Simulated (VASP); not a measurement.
# HfO2 in VASP: notebook

Aim: see how the results for HfO2 move with the level of theory and the settings. Levels: PBE, PBE+U, PBE0. Tasks: relaxation of cell and atoms, single point.

Everything below comes from runs of VASP 6.6.1. Logs are shortened: lines on timing, memory, paths and dates and some standing lists are left out, and cuts for length are marked.

### Step 1. The cell of the first run

Symmetry: Fm-3m, No. 225, cubic system. The conventional cell has a = 5.115 Å, b = 5.115 Å, c = 5.115 Å, α = 90.00°, β = 90.00°, γ = 90.00°. Hf (site symmetry m-3m) has 8 O at 2.21 Å within 2.9 Å. Within 2.9 Å of O (site symmetry -43m) lie 4 Hf at 2.21 Å and 6 O at 2.56 Å.

### Step 2. Relaxation of cell and atoms, PBE, target pressure 20 GPa, at which the enthalpy is minimised

INCAR reads:

```
PREC     = Accurate       # precision mode
ENCUT    = 600            # plane-wave cutoff, eV
EDIFF    = 1E-6           # SCF threshold, eV
ISMEAR   = -1             # smearing method
SIGMA    = 0.05           # smearing width, eV
LREAL    = F              # projectors in reciprocal space
LASPH    = T              # aspherical terms in the spheres
NELM     = 60             # most SCF steps
ALGO     = Normal         # electronic algorithm
ISIF     = 3              # what is computed and relaxed
LWAVE    = F              # write WAVECAR
LCHARG   = F              # write CHGCAR
GGA      = PE             # functional
IBRION   = 2              # ionic algorithm
NSW      = 60             # ionic steps
EDIFFG   = -0.01          # ionic threshold
PSTRESS  = 200.0
```

KPOINTS reads:

```
regular mesh
0
Gamma
  9 9 9
```

POSCAR reads:

```
HfO2
1.0
    0.0000000000      2.5575000000      2.5575000000
    2.5575000000      0.0000000000      2.5575000000
    2.5575000000      2.5575000000      0.0000000000
Hf O
1 2
Direct
    0.0000000000      0.0000000000      0.0000000000
    0.7500000000      0.7500000000      0.7500000000
    0.2500000000      0.2500000000      0.2500000000
```

Potentials or basis: VASP PAW PBE potentials, release 64 (Hf_pv, O).

Command:

```bash
$ cat potpaw_PBE.64/Hf_pv/POTCAR potpaw_PBE.64/O/POTCAR > POTCAR
$ mpirun -np 1 vasp_std > vasp.out
```

OUTCAR:

```text
PREC = Accurate
   ENCUT = 600
   EDIFF = 1E-6
   ISMEAR = -1
   LREAL = F
   LASPH = T
   NELM = 60
   ISIF = 3
   GGA = PE
   IBRION = 2
   NSW = 60
   EDIFFG = -0.01
   PSTRESS = 200.0

 ion  position               nearest neighbor table
   1  0.000  0.000  0.000-   2 2.21   2 2.21   2 2.21   2 2.21   3 2.21   3 2.21   3 2.21   3 2.21

   2  0.750  0.750  0.750-   1 2.21   1 2.21   1 2.21   1 2.21
   3  0.250  0.250  0.250-   1 2.21   1 2.21   1 2.21   1 2.21

  LATTYP: Found a face centered cubic cell.
 ALAT       =     5.1150000000

  Lattice vectors:

 A1 = (   0.0000000000,   2.5575000000,   2.5575000000)
 A2 = (   2.5575000000,   0.0000000000,   2.5575000000)
 A3 = (   2.5575000000,   2.5575000000,   0.0000000000)

Analysis of symmetry for initial positions (statically):
=====================================================================
 Subroutine PRICEL returns:
 Original cell was already a primitive cell.

 Routine SETGRP: Setting up the symmetry group for a
 face centered cubic supercell.

 Subroutine GETGRP returns: Found 48 space group operations
 (whereof 48 operations were pure point group operations)
 out of a pool of 48 trial point group operations.

The static configuration has the point symmetry O_h .

Analysis of symmetry for dynamics (positions and initial velocities):
=====================================================================
 Subroutine PRICEL returns:
 Original cell was already a primitive cell.

 Routine SETGRP: Setting up the symmetry group for a
 face centered cubic supercell.

 Subroutine GETGRP returns: Found 48 space group operations
 (whereof 48 operations were pure point group operations)
 out of a pool of 48 trial point group operations.

The dynamic configuration has the point symmetry O_h .

 Subroutine INISYM returns: Found 48 space group operations
 (whereof 48 operations are pure point group operations),
 and found     1 'primitive' translations

----------------------------------------------------------------------------------------

                                     Primitive cell

  volume of cell :      33.4562

  direct lattice vectors                    reciprocal lattice vectors
     0.000000000  2.557500000  2.557500000    -0.195503421  0.195503421  0.195503421
     2.557500000  0.000000000  2.557500000     0.195503421 -0.195503421  0.195503421
     2.557500000  2.557500000  0.000000000     0.195503421  0.195503421 -0.195503421

  length of vectors
     3.616851186  3.616851186  3.616851186     0.338621859  0.338621859  0.338621859

  position of ions in fractional coordinates (direct lattice)
     0.000000000  0.000000000  0.000000000
     0.750000000  0.750000000  0.750000000
     0.250000000  0.250000000  0.250000000

  ion indices of the primitive-cell ions
   primitive index   ion index
                 1           1
                 2           2
                 3           3

----------------------------------------------------------------------------------------

 KPOINTS: regular mesh

Automatic generation of k-mesh.
 Grid dimensions read from file:
 generate k-points for:    9    9    9

 Generating k-lattice:

  Cartesian coordinates                     Fractional coordinates (reciprocal lattice)
    -0.021722602  0.021722602  0.021722602     0.111111111  0.000000000  0.000000000
     0.021722602 -0.021722602  0.021722602     0.000000000  0.111111111  0.000000000
     0.021722602  0.021722602 -0.021722602     0.000000000  0.000000000  0.111111111

  Length of vectors
     0.037624651  0.037624651  0.037624651

  Shift w.r.t. Gamma in fractional coordinates (k-lattice)
     0.000000000  0.000000000  0.000000000

 Subroutine IBZKPT returns following result:
 ===========================================

 Found     35 irreducible k-points:

 Following reciprocal coordinates:
            Coordinates               Weight
  0.000000  0.000000  0.000000      1.000000
  0.111111  0.000000  0.000000      8.000000
  0.222222  0.000000  0.000000      8.000000
  0.333333  0.000000  0.000000      8.000000
  0.444444  0.000000  0.000000      8.000000
  0.111111  0.111111  0.000000      6.000000
[... 16 lines left out ...]
 -0.333333  0.333333  0.000000     12.000000
  0.444444  0.444444  0.000000      6.000000
 [... further k-points ...]
   k-points           NKPTS =     35   k-points in BZ     NKDIM =     35   number of bands    NBANDS=     15
   number of dos      NEDOS =    301   number of ions     NIONS =      3
   total plane-waves  NPLWV =  27000
   dimension x,y,z NGX =    30 NGY =   30 NGZ =   30
   dimension x,y,z NGXF=    60 NGYF=   60 NGZF=   60
   ions per type =               1   2
   NGX,Y,Z   is equivalent  to a cutoff of  13.79, 13.79, 13.79 a.u.
   NGXF,Y,Z  is equivalent  to a cutoff of  27.58, 27.58, 27.58 a.u.
 SYSTEM =  unknown system
   PREC   = accura    normal or accurate (medium, high low for compatibility)
   ISTART =      0    job   : 0-new  1-cont  2-samecut
   ICHARG =      2    charge: 1-file 2-atom 10-const
   ISPIN  =      1    spin polarized calculation?
   LNONCOLLINEAR =      F non collinear calculations
   LSORBIT =      F    spin-orbit coupling
   LASPH  =      T    aspherical Exc in radial PAW
   ENCUT  =  600.0 eV  44.10 Ry    6.64 a.u.   7.22  7.22  7.22*2*pi/ulx,y,z
   NELM   =     60;   NELMIN=  2; NELMDL= -5     # of ELM steps
   EDIFF  = 0.1E-05   stopping-criterion for ELM
   LREAL  =      F    real-space projection
   EDIFFG = -.1E-01   stopping-criterion for IOM
   NSW    =     60    number of steps for IOM
   IBRION =      2    ionic relax: 0-MD 1-quasi-New 2-CG
   NFREE  =      1    steps in history (QN), initial steepest desc. (CG)
   ISIF   =      3    stress and relaxation
   ISYM   =      2    0-nonsym 1-usesym 2-fastsym
   POTIM  = 0.5000    time-step for ionic-motion
   TEBEG  =    0.0;   TEEND  =   0.0 temperature during run
   PSTRESS=  200.0 pullay stress
   NELECT =      22.0000    total number of electrons
   NUPDOWN=      -1.0000    fix difference up-down
   EMIN   =  10.00;   EMAX   =-10.00  energy-range for DOS
   EFERMI =   0.00;   METHOD = LEGACY
   ISMEAR =    -1;   SIGMA  =   0.05  broadening in eV -4-tet -1-fermi 0-gaus
   EFERMI_NEDOS =   21; number of points for ismear=-14 and -15
   IALGO  =     38    algorithm
   IMIX   =      4    mixing-type and parameters
     AMIX     =   0.40;   BMIX     =  1.00
     AMIX_MAG =   1.60;   BMIX_MAG =  1.00
  volume/ion in A,a.u.               =      11.15        75.26
  Fermi-wavevector in a.u.,A,eV,Ry     =   1.423607  2.690227 27.574337  2.026657
  Thomas-Fermi vector in A             =   2.544186
   LORBIT       =      0    0 simple, 1 ext, 2 COOP (PROOUT), +10 PAW based schemes
   GGA     = PE    functional components
   LHFCALC =     F    Hartree Fock is set to
   AEXX    =    0.0000 exact exchange contribution
   IVDW    =     0    specifies the selected vdW correction
   LEPSILON=     F    determine dielectric tensor
   LRPA    =     F    only Hartree local field effects (RPA)
 conjugate gradient relaxation of ions
 non-spin polarized calculation
  energy-cutoff  :      600.00
  volume of cell :       33.46
 maximum number of plane-waves:      1139
 NGX is ok and might be reduce to    30
   NGX = 15   NGY = 15   NGZ = 15

--------------------------------------- Ionic step        1  -------------------------------------------

 number of electron      21.9999993 magnetization

 Free energy of the ion-electron system (eV)
  ---------------------------------------------------
  ext. energy  EPLUGINS =         0.00000000
  ---------------------------------------------------
  free energy    TOTEN  =       -30.23879997 eV

  energy without entropy =      -30.23879997  energy(sigma->0) =      -30.23879997

------------------------ aborting loop because EDIFF is reached ----------------------------------------

  FORCE on cell =-STRESS in cart. coord.  units (eV):
  Direction    XX          YY          ZZ          XY          YZ          ZX
  --------------------------------------------------------------------------------------
  -------------------------------------------------------------------------------------
  Total       -1.3012902     -1.3012902     -1.3012902      0.0000000      0.0000000      0.0000000
  in kB      -62.3171850    -62.3171850    -62.3171850      0.0000000      0.0000000      0.0000000
  external PRESSURE =    -262.3171850 kB  Pullay stress =     200.0000000 kB
[... 219 lines left out ...]
  enthalpy is  TOTEN    =       -26.3302171634 eV   P V=        3.8036882283

--------------------------------------- Ionic step        7  -------------------------------------------

 number of electron      22.0000004 magnetization

 Free energy of the ion-electron system (eV)
  ---------------------------------------------------
  ext. energy  EPLUGINS =         0.00000000
  ---------------------------------------------------
  free energy    TOTEN  =       -30.12939699 eV

  energy without entropy =      -30.12939699  energy(sigma->0) =      -30.12939699

 E-fermi :   5.8357     XC(G=0): -12.2074

 val. band max:        4.8193214755   @ k =  -0.4444   0.4444   0.0000
 cond. band min:       8.9186920890   @ k =   0.0000   0.0000   0.0000
 fundamental gap:      4.0993706135
 Fermi energy:         5.8356730459

 k-point     1 :       0.0000    0.0000    0.0000
  band No.  band energies     occupation
      1     -24.4990      2.00000
      2     -24.4990      2.00000
      3     -24.4990      2.00000
      4     -14.2913      2.00000
      5     -10.9076      2.00000
      6      -0.8999      2.00000
      7      -0.8999      2.00000
      8      -0.8999      2.00000
      9       4.2350      2.00000
     10       4.2350      2.00000
     11       4.2350      2.00000
     12       8.9187      0.00000
     13       8.9187      0.00000
     14      11.2651      0.00000
     15      16.1869      0.00000
[... 397 lines left out ...]
 k-point    24 :       0.4444    0.4444    0.0000
  band No.  band energies     occupation
      1     -25.1101      2.00000
      2     -24.6604      2.00000
      3     -24.6604      2.00000
      4     -12.3596      2.00000
      5     -11.8130      2.00000
      6      -1.8958      2.00000
      7       1.1229      2.00000
      8       1.1229      2.00000
      9       3.3542      2.00000
     10       3.3542      2.00000
     11       4.6169      2.00000
     12       8.9310      0.00000
     13      10.6797      0.00000
     14      12.3875      0.00000
     15      13.6765      0.00000

 [... further k-points ...]
[... 5 lines left out ...]
  --------------------------------------------------------------------------------------
  -------------------------------------------------------------------------------------
  Total        3.7991353      3.7991353      3.7991353      0.0000000      0.0000000     -0.0000000
  in kB      200.0001163    200.0001163    200.0001163      0.0000000      0.0000000     -0.0000000
  external PRESSURE =       0.0001163 kB  Pullay stress =     200.0000000 kB
[... 18 lines left out ...]
  FREE ENERGIE OF THE ION-ELECTRON SYSTEM (eV)
  ---------------------------------------------------
  free  energy   TOTEN  =       -30.1293969947 eV

  energy  without entropy=      -30.1293969946  energy(sigma->0) =      -30.12939699

  enthalpy is  TOTEN    =       -26.3302638822 eV   P V=        3.7991331125

 reached required accuracy - stopping structural energy minimisation
```

Run time: 2.5 min. Hardware: 1 thread of Intel Xeon 8259CL, shared host; peak memory 0.19 GiB.

Results:

```
Free energy                                                : -30.1294 eV
Relaxed volume                                             : 10.14 Å³/atom
Relaxed cell                                               : a = 3.505 Å, b = 3.505 Å, c = 3.505 Å, α = 60.00°, β = 60.00°, γ = 60.00°
Space group after relaxing (to 0.1 Å)                      : Fm-3m (No. 225)
Energy change on relaxing (the run minimises the enthalpy) : +36.5 meV/atom
Ionic steps                                                : 7
Pressure after relaxing                                    : 20.0 GPa
Band gap on the k mesh                                     : 4.10 eV (least direct gap 4.23 eV)
```

The path:
```
step  energy change (eV)  largest force (eV/Å)  pressure (GPa)  volume (Å³)
   1              0.0000                0.0000           -6.23        33.46
   2              1.9337                0.0000          107.92        25.37
   3              0.0890                0.0000           18.18        30.61
   4              0.1050                0.0000           19.60        30.47
   5              0.1121                0.0000           20.24        30.41
   6              0.1049                0.0000           19.60        30.47
   7              0.1094                0.0000           20.00        30.43
```

Final structure:
```xyz
3
Lattice="0.0000 2.4781 2.4781 2.4781 0.0000 2.4781 2.4781 2.4781 0.0000" Properties=species:S:1:pos:R:3 pbc="T T T"
Hf    0.0000    0.0000    0.0000
O     3.7171    3.7171    3.7171
O     1.2390    1.2390    1.2390
```

Caveat: the cell is relaxed towards a set pressure, so the run minimises the enthalpy, not the energy; spin-orbit coupling is left out, which moves the levels of the heavy elements; an odd mesh through Γ misses points on the zone boundary, where band edges can lie.

### Step 3. Relaxation of cell and atoms, PBE, target pressure 30 GPa, at which the enthalpy is minimised

INCAR reads:

```
ALGO = Normal ; EDIFF = 1E-6
EDIFFG = -0.01 ; ENCUT = 600
GGA = PE ; IBRION = 2
ISIF = 3 ; ISMEAR = -1
LASPH = T ; LCHARG = F
LREAL = F ; LWAVE = F
NELM = 100 ; NSW = 60
PREC = Accurate ; PSTRESS = 300.0
SIGMA = 0.05
```

KPOINTS reads:

```
k-points
0
Gamma
  9 9 9
```

POSCAR is that of step 2.

Potentials or basis: VASP PAW PBE potentials, release 64 (Hf_pv, O).

Command:

```bash
$ cat potpaw_PBE.64/Hf_pv/POTCAR potpaw_PBE.64/O/POTCAR > POTCAR
$ mpirun -np 1 vasp_std > vasp.out
```

Wall time 2.1 min (1 thread of Intel Xeon 8259CL, shared host); peak memory 0.19 GiB.

It converged, with:

* Free energy: -29.9978 eV
* Relaxed volume: 9.86 Å³/atom
* Relaxed cell: a = 3.472 Å, b = 3.472 Å, c = 3.472 Å, α = 60.00°, β = 60.00°, γ = 60.00°
* Space group after relaxing (to 0.1 Å): Fm-3m (No. 225)
* Energy change on relaxing (the run minimises the enthalpy): +80.3 meV/atom
* Ionic steps: 5
* Pressure after relaxing: 30.0 GPa
* Band gap on the k mesh: 4.16 eV (least direct gap 4.32 eV)

The path:
```csv
step,energy change (eV),largest force (eV/Å),pressure (GPa),volume (Å³)
1,0.0000,0.0000,-6.23,33.46
2,4.4523,0.0000,198.27,22.67
3,0.1814,0.0000,25.85,29.93
4,0.2240,0.0000,28.85,29.68
5,0.2410,0.0000,30.01,29.59
```

Final structure:
```cif
data_structure
_symmetry_space_group_name_H-M 'P 1'
_symmetry_Int_Tables_number 1
_cell_length_a 3.4717
_cell_length_b 3.4717
_cell_length_c 3.4717
_cell_angle_alpha 60.000
_cell_angle_beta 60.000
_cell_angle_gamma 60.000
_cell_volume 29.59
loop_
_atom_site_label
_atom_site_type_symbol
_atom_site_fract_x
_atom_site_fract_y
_atom_site_fract_z
_atom_site_occupancy
Hf1 Hf 0.00000 0.00000 0.00000 1
O1 O 0.75000 0.75000 0.75000 1
O2 O 0.25000 0.25000 0.25000 1
```

Levels at points of the mesh, in eV from the valence-band top:
```csv
k point,band 8,band 9,band 10,band 11,band 12,band 13,band 14,band 15
"(0.00, 0.00, 0.00)",-5.91,-0.60,-0.60,-0.60,4.16,4.16,6.68,11.75
```

Caveat: the cell is relaxed towards a set pressure, so the run minimises the enthalpy, not the energy; spin-orbit coupling is left out, which moves the levels of the heavy elements; an odd mesh through Γ misses points on the zone boundary, where band edges can lie.

[end of part 1 of 2]
